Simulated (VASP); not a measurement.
# Zn4HO4 (a cell with a defect) in VASP: notebook

Runs on Zn4HO4 (a cell with a defect). Level: PBE. Tasks: single point.

All numbers are computed with VASP 6.6.1; they aren't measurements. Logs are shortened: lines on timing, memory, paths and dates and some standing lists are left out, and cuts for length are marked.

## 1. The cell of the first run

The cell holds a defect, 9 atoms: a = 5.610 Å, b = 5.610 Å, c = 3.279 Å, α = 90.00°, β = 90.00°, γ = 90.00°.

## 2. Single point, PBE

File INCAR:

```
PREC = Accurate
ENCUT = 520
EDIFF = 1E-7
ISMEAR = 0
SIGMA = 0.05
LREAL = F
LASPH = T
NELM = 60
ALGO = Normal
ISIF = 2
LWAVE = F
LCHARG = F
GGA = PE
NBANDS = 46
```

File KPOINTS:

```
Automatic mesh
0
Gamma
  4 4 8
```

File POSCAR:

```
Zn4HO4
1.0
    5.6098780345      0.0000000000      0.0000000000
    0.0000000000      5.6098780345      0.0000000000
    0.0000000000      0.0000000000      3.2790255992
Zn O H
4 4 1
Direct
    0.1816262562      0.1816262562      0.5000000000
    0.8183737438      0.8183737438      0.5000000000
    0.6816262562      0.3183737438      0.0000000000
    0.3183737438      0.6816262562      0.0000000000
    0.8184651117      0.1815348883      0.5000000000
    0.1815348883      0.8184651117      0.5000000000
    0.6815348883      0.6815348883      0.0000000000
    0.3184651117      0.3184651117      0.0000000000
    0.9999176225      0.8183737438      0.3750000000
```

Potentials or basis: VASP PAW PBE potentials, release 64 (Zn, O, H).

The run is started by

```bash
> cat potpaw_PBE.64/Zn/POTCAR potpaw_PBE.64/O/POTCAR potpaw_PBE.64/H/POTCAR > POTCAR
> mpirun -np 1 vasp_std > vasp.out
```

OUTCAR:

```text
PREC = Accurate
   ENCUT = 520
   EDIFF = 1E-7
   ISMEAR = 0
   LREAL = F
   LASPH = T
   NELM = 60
   ISIF = 2
   GGA = PE

 ion  position               nearest neighbor table
   1  0.182  0.182  0.500-   8 1.97   8 1.97   5 2.04   6 2.04   2 2.88
   2  0.818  0.818  0.500-   9 1.10   7 1.97   7 1.97   6 2.04   5 2.04   1 2.88
   3  0.682  0.318  0.000-   5 1.97   5 1.97   8 2.04   7 2.04   4 2.88
   4  0.318  0.682  0.000-   6 1.97   6 1.97   8 2.04   7 2.04   3 2.88
   5  0.818  0.182  0.500-   3 1.97   3 1.97   1 2.04   2 2.04
   6  0.182  0.818  0.500-   9 1.10   4 1.97   4 1.97   2 2.04   1 2.04
   7  0.682  0.682  0.000-   2 1.97   2 1.97   4 2.04   3 2.04
   8  0.318  0.318  0.000-   1 1.97   1 1.97   4 2.04   3 2.04
   9  1.000  0.818  0.375-   2 1.10   6 1.10

  LATTYP: Found a simple tetragonal cell.
 ALAT       =     5.6098780345
 C/A-ratio  =     0.5845092494

  Lattice vectors:

 A1 = (   5.6098780345,   0.0000000000,   0.0000000000)
 A2 = (   0.0000000000,   5.6098780345,   0.0000000000)
 A3 = (   0.0000000000,   0.0000000000,   3.2790255992)

Analysis of symmetry for initial positions (statically):
=====================================================================
 Subroutine PRICEL returns:
 Original cell was already a primitive cell.

 Routine SETGRP: Setting up the symmetry group for a
 simple tetragonal supercell.

 Subroutine GETGRP returns: Found  1 space group operations
 (whereof  1 operations were pure point group operations)
 out of a pool of 16 trial point group operations.

The static configuration has the point symmetry C_1 .

Analysis of symmetry for dynamics (positions and initial velocities):
=====================================================================
 Subroutine PRICEL returns:
 Original cell was already a primitive cell.

 Routine SETGRP: Setting up the symmetry group for a
 simple tetragonal supercell.

 Subroutine GETGRP returns: Found  1 space group operations
 (whereof  1 operations were pure point group operations)
 out of a pool of 16 trial point group operations.

The dynamic configuration has the point symmetry C_1 .

 Subroutine INISYM returns: Found  1 space group operations
 (whereof  1 operations are pure point group operations),
 and found     1 'primitive' translations

----------------------------------------------------------------------------------------

                                     Primitive cell

  volume of cell :     103.1933

  direct lattice vectors                    reciprocal lattice vectors
     5.609878035  0.000000000  0.000000000     0.178256995  0.000000000  0.000000000
     0.000000000  5.609878035  0.000000000     0.000000000  0.178256995  0.000000000
     0.000000000  0.000000000  3.279025599     0.000000000  0.000000000  0.304968647

  length of vectors
     5.609878035  5.609878035  3.279025599     0.178256995  0.178256995  0.304968647

  position of ions in fractional coordinates (direct lattice)
     0.181626256  0.181626256  0.500000000
     0.818373744  0.818373744  0.500000000
     0.681626256  0.318373744  0.000000000
     0.318373744  0.681626256  0.000000000
     0.818465112  0.181534888  0.500000000
     0.181534888  0.818465112  0.500000000
     0.681534888  0.681534888  0.000000000
     0.318465112  0.318465112  0.000000000
     0.999917622  0.818373744  0.375000000

  ion indices of the primitive-cell ions
   primitive index   ion index
                 1           1
                 2           2
                 3           3
                 4           4
                 5           5
                 6           6
                 7           7
                 8           8
                 9           9

----------------------------------------------------------------------------------------

 KPOINTS: Automatic mesh

Automatic generation of k-mesh.
 Grid dimensions read from file:
 generate k-points for:    4    4    8

 Generating k-lattice:

  Cartesian coordinates                     Fractional coordinates (reciprocal lattice)
     0.044564249  0.000000000  0.000000000     0.250000000  0.000000000  0.000000000
     0.000000000  0.044564249  0.000000000     0.000000000  0.250000000  0.000000000
     0.000000000  0.000000000  0.038121081     0.000000000  0.000000000  0.125000000

  Length of vectors
     0.044564249  0.044564249  0.038121081

  Shift w.r.t. Gamma in fractional coordinates (k-lattice)
     0.000000000  0.000000000  0.000000000

 Subroutine IBZKPT returns following result:
 ===========================================

 Found     68 irreducible k-points:

 Following reciprocal coordinates:
            Coordinates               Weight
  0.000000  0.000000  0.000000      1.000000
  0.250000  0.000000  0.000000      2.000000
  0.000000  0.250000  0.000000      2.000000
  0.500000  0.000000  0.000000      1.000000
  0.000000  0.500000  0.000000      1.000000
  0.250000  0.250000  0.000000      2.000000
[... 16 lines left out ...]
 -0.250000  0.500000  0.125000      2.000000
  0.500000 -0.250000  0.125000      2.000000
 [... further k-points ...]
   k-points           NKPTS =     68   k-points in BZ     NKDIM =     68   number of bands    NBANDS=     46
   number of dos      NEDOS =    301   number of ions     NIONS =      9
   total plane-waves  NPLWV =  42336
   dimension x,y,z NGX =    42 NGY =   42 NGZ =   24
   dimension x,y,z NGXF=    84 NGYF=   84 NGZF=   48
   ions per type =               4   4   1
   NGX,Y,Z   is equivalent  to a cutoff of  12.45, 12.45, 12.17 a.u.
   NGXF,Y,Z  is equivalent  to a cutoff of  24.89, 24.89, 24.34 a.u.
 SYSTEM =  unknown system
   PREC   = accura    normal or accurate (medium, high low for compatibility)
   ISTART =      0    job   : 0-new  1-cont  2-samecut
   ICHARG =      2    charge: 1-file 2-atom 10-const
   ISPIN  =      1    spin polarized calculation?
   LNONCOLLINEAR =      F non collinear calculations
   LSORBIT =      F    spin-orbit coupling
   LASPH  =      T    aspherical Exc in radial PAW
   ENCUT  =  520.0 eV  38.22 Ry    6.18 a.u.  10.43 10.43  6.10*2*pi/ulx,y,z
   NELM   =     60;   NELMIN=  2; NELMDL= -5     # of ELM steps
   EDIFF  = 0.1E-06   stopping-criterion for ELM
   LREAL  =      F    real-space projection
   EDIFFG = 0.1E-05   stopping-criterion for IOM
   NSW    =      0    number of steps for IOM
   IBRION =     -1    ionic relax: 0-MD 1-quasi-New 2-CG
   NFREE  =      0    steps in history (QN), initial steepest desc. (CG)
   ISIF   =      2    stress and relaxation
   ISYM   =      2    0-nonsym 1-usesym 2-fastsym
   POTIM  = 0.5000    time-step for ionic-motion
   TEBEG  =    0.0;   TEEND  =   0.0 temperature during run
   PSTRESS=    0.0 pullay stress
   NELECT =      73.0000    total number of electrons
   NUPDOWN=      -1.0000    fix difference up-down
   EMIN   =  10.00;   EMAX   =-10.00  energy-range for DOS
   EFERMI =   0.00;   METHOD = LEGACY
   ISMEAR =     0;   SIGMA  =   0.05  broadening in eV -4-tet -1-fermi 0-gaus
   EFERMI_NEDOS =   21; number of points for ismear=-14 and -15
   IALGO  =     38    algorithm
   IMIX   =      4    mixing-type and parameters
     AMIX     =   0.40;   BMIX     =  1.00
     AMIX_MAG =   1.60;   BMIX_MAG =  1.00
  volume/ion in A,a.u.               =      11.47        77.38
  Fermi-wavevector in a.u.,A,eV,Ry     =   1.458697  2.756539 28.950454  2.127798
  Thomas-Fermi vector in A             =   2.575352
   LORBIT       =      0    0 simple, 1 ext, 2 COOP (PROOUT), +10 PAW based schemes
   GGA     = PE    functional components
   LHFCALC =     F    Hartree Fock is set to
   AEXX    =    0.0000 exact exchange contribution
   IVDW    =     0    specifies the selected vdW correction
   LEPSILON=     F    determine dielectric tensor
   LRPA    =     F    only Hartree local field effects (RPA)
 non-spin polarized calculation
 Gauss-broadening in eV      SIGMA  =   0.05
  energy-cutoff  :      520.00
  volume of cell :      103.19
 maximum number of plane-waves:      2804
 NGX is ok and might be reduce to    42
   NGX = 21   NGY = 21   NGZ = 13

 number of electron      72.9999975 magnetization

 Free energy of the ion-electron system (eV)
  ---------------------------------------------------
  ext. energy  EPLUGINS =         0.00000000
  ---------------------------------------------------
  free energy    TOTEN  =       -32.79987691 eV

  energy without entropy =      -32.79903922  energy(sigma->0) =      -32.79945806

 E-fermi :   3.8875     XC(G=0): -10.5940

 val. band max:        3.8591421021   @ k =   0.2500   0.2500   0.2500
 cond. band min:       3.8934972092   @ k =   0.5000   0.5000   0.0000
 fundamental gap:      0.0343551071
 Fermi energy:         3.8875461867

 k-point     1 :       0.0000    0.0000    0.0000
  band No.  band energies     occupation
      1     -19.4059      2.00000
      2     -16.5872      2.00000
      3     -16.1470      2.00000
      4     -15.9794      2.00000
      5      -9.2088      2.00000
      6      -6.1323      2.00000
[... 38 lines left out ...]
     45      10.7530      0.00000
     46      11.4170      0.00000

 k-point     2 :       0.2500    0.0000    0.0000
  band No.  band energies     occupation
      1     -19.3973      2.00000
      2     -16.5798      2.00000
      3     -16.1489      2.00000
      4     -15.9999      2.00000
      5      -9.2347      2.00000
      6      -6.1667      2.00000
[... 38 lines left out ...]
     45      11.0752      0.00000
     46      11.6276      0.00000

 k-point     3 :       0.0000    0.2500    0.0000
  band No.  band energies     occupation
      1     -19.4011      2.00000
      2     -16.5482      2.00000
      3     -16.2148      2.00000
      4     -15.9584      2.00000
      5      -9.2120      2.00000
      6      -6.1472      2.00000
[... 38 lines left out ...]
     45      10.8266      0.00000
     46      11.7869      0.00000

 k-point     4 :       0.5000    0.0000    0.0000
  band No.  band energies     occupation
      1     -19.3885      2.00000
      2     -16.5732      2.00000
      3     -16.1450      2.00000
      4     -16.0250      2.00000
      5      -9.2597      2.00000
      6      -6.1885      2.00000
[... 920 lines left out ...]
     45      11.0176      0.00000
     46      11.2064      0.00000

 k-point    23 :      -0.2500    0.5000    0.1250
  band No.  band energies     occupation
      1     -19.3619      2.00000
      2     -16.4469      2.00000
      3     -16.2248      2.00000
      4     -15.9781      2.00000
      5      -9.2314      2.00000
      6      -6.2059      2.00000
[... 38 lines left out ...]
     45      10.5918      0.00000
     46      11.1189      0.00000

 k-point    24 :       0.5000   -0.2500    0.1250
  band No.  band energies     occupation
      1     -19.3585      2.00000
      2     -16.4912      2.00000
      3     -16.1305      2.00000
      4     -16.0346      2.00000
      5      -9.2546      2.00000
      6      -6.2037      2.00000
[... 38 lines left out ...]
     45      10.9056      0.00000
     46      11.2297      0.00000

 [... further k-points ...]

------------------------ aborting loop because EDIFF is reached ----------------------------------------

  FORCE on cell =-STRESS in cart. coord.  units (eV):
  Direction    XX          YY          ZZ          XY          YZ          ZX
  --------------------------------------------------------------------------------------
  -------------------------------------------------------------------------------------
  Total       24.4316380      4.5919024      8.0192159      0.0121866      0.4849459     -6.5980580
  in kB      379.3250476     71.2937711    124.5061604      0.1892082      7.5292595   -102.4412964
  external PRESSURE =     191.7083264 kB  Pullay stress =       0.0000000 kB

 VOLUME and BASIS-vectors are now :
 -----------------------------------------------------------------------------
  energy-cutoff  :      520.00
  volume of cell :      103.19
      direct lattice vectors                 reciprocal lattice vectors
     5.609878035  0.000000000  0.000000000     0.178256995  0.000000000  0.000000000
     0.000000000  5.609878035  0.000000000     0.000000000  0.178256995  0.000000000
     0.000000000  0.000000000  3.279025599     0.000000000  0.000000000  0.304968647

 POSITION                                       TOTAL-FORCE (eV/Angst)
 -----------------------------------------------------------------------------------
      1.01890      1.01890      1.63951         0.105496      1.112612      0.070664
      4.59098      4.59098      1.63951       -17.938605      0.015297      6.888777
      3.82384      1.78604      0.00000         0.012590     -0.090590      0.000979
      1.78604      3.82384      0.00000         0.882317     -0.929480     -0.066279
      4.59149      1.01839      1.63951         0.131171     -0.144349      0.038378
      1.01839      4.59149      1.63951         2.044448      0.175569      0.149725
      3.82333      3.82333      0.00000        -0.358233      0.101912     -0.258173
      1.78655      1.78655      0.00000        -0.066086      0.025591      0.002663
      5.60942      4.59098      1.22963        15.186902     -0.266561     -6.826734
 -----------------------------------------------------------------------------------
    total drift:                                0.000837     -0.000199     -0.000009

  FREE ENERGIE OF THE ION-ELECTRON SYSTEM (eV)
  ---------------------------------------------------
  free  energy   TOTEN  =       -32.7998769081 eV

  energy  without entropy=      -32.7990392173  energy(sigma->0) =      -32.79945806
```

Wall time 2.8 min (1 thread of Intel Xeon 6975P-C (Granite Rapids), shared host); peak memory 0.35 GiB.

What came out:

* Free energy: -32.7999 eV
* Pressure: 19.2 GPa
* Largest force: 19.216 eV/Å
* Band gap on the k mesh: zero (an odd number of electrons rules out a gap without spin polarisation)

Forces on the atoms (eV/Å):
```
Zn    0.105   1.113   0.071
Zn  -17.939   0.015   6.889
Zn    0.013  -0.091   0.001
Zn    0.882  -0.929  -0.066
O     0.131  -0.144   0.038
O     2.044   0.176   0.150
O    -0.358   0.102  -0.258
O    -0.066   0.026   0.003
H    15.187  -0.267  -6.827
```

Stress tensor (GPa, compression positive):
```
 37.93   0.02 -10.24
  0.02   7.13   0.75
-10.24   0.75  12.45
```

Levels at points of the mesh, in eV from the Fermi level:
| k point | band 34 | band 35 | band 36 | band 37 | band 38 | band 39 |
| --- | --- | --- | --- | --- | --- | --- |
| (0.00, 0.00, 0.00) | -3.42 | -3.12 | -3.00 | -2.79 | 1.26 | 1.87 |
| (0.50, 0.00, 0.00) | -3.55 | -3.50 | -3.36 | -0.52 | -0.15 | 2.03 |
| (0.00, 0.50, 0.00) | -4.04 | -3.27 | -3.14 | -0.83 | 0.05 | 2.55 |
| (0.50, 0.50, 0.00) | -3.78 | -3.69 | -3.65 | 0.01 | 0.93 | 1.34 |
| (0.00, 0.00, 0.50) | -4.61 | -4.34 | -4.26 | 1.19 | 2.36 | 3.46 |
| (0.50, 0.00, 0.50) | -4.47 | -4.12 | -3.93 | 0.64 | 2.44 | 3.14 |
| (0.00, 0.50, 0.50) | -4.37 | -4.24 | -4.00 | 1.19 | 2.52 | 3.19 |
| (0.50, 0.50, 0.50) | -4.31 | -4.18 | -4.07 | 0.50 | 2.18 | 2.45 |

Caveat: an odd number of electrons without spin polarisation forces a metal; a magnetic or distorted state may lie lower.

(Continued in part 2 of 2.)
